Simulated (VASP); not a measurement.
Input of a VASP 6.6.1 run:

File INCAR:

```
SYSTEM = WC
PREC = Accurate ; ENCUT = 520
EDIFF = 1E-8 ; ISMEAR = -1
SIGMA = 0.05 ; LREAL = .False.
LASPH = .True. ; NELM = 80
ALGO = Normal ; ISIF = 2
LWAVE = .False. ; LCHARG = .False.
GGA = PS ; LEFG = .True.
NBANDS = 16
```

Contents of KPOINTS:

```
regular mesh
0
Gamma
  13 13 12
  0 0 0
```

File POSCAR:

```
WC
1.0
    2.8412909150      0.0000000000      0.0000000000
   -1.4206454575      2.4606301120      0.0000000000
    0.0000000000      0.0000000000      2.7712491016
W C
1 1
Direct
    0.0000000000      0.0000000000      0.0000000000
    0.6666666667      0.3333333333      0.5000000000
```

Potentials or basis: VASP PAW PBE potentials, release 64 (W_sv, C).

Command:

```bash
$ cat potpaw_PBE.64/W_sv/POTCAR potpaw_PBE.64/C/POTCAR > POTCAR
$ mpirun -np 1 vasp_std > vasp.out
```

Problem. Predict the band gap on the k mesh.

Solution. Zero (band 9 reaches 12.62 eV, above the bottom of band 10 at 11.26 eV).

Problem. Predict the pressure.

Solution. 29.5 GPa.

Electric field gradients, principal values (V/Å²):
| atom | least | middle | greatest (by size) |
| --- | --- | --- | --- |
| 1 W | 86.925 | 86.926 | -173.851 |
| 2 C | -0.282 | -0.282 | 0.564 |

Caveat: without QUAD_EFG the Cq values of the log hold for a quadrupole moment of 1 mb, not for the nuclei; the PAW data sets were made with another functional, which shifts forces and pressure a little; spin-orbit coupling is left out, which moves the levels of the heavy elements.
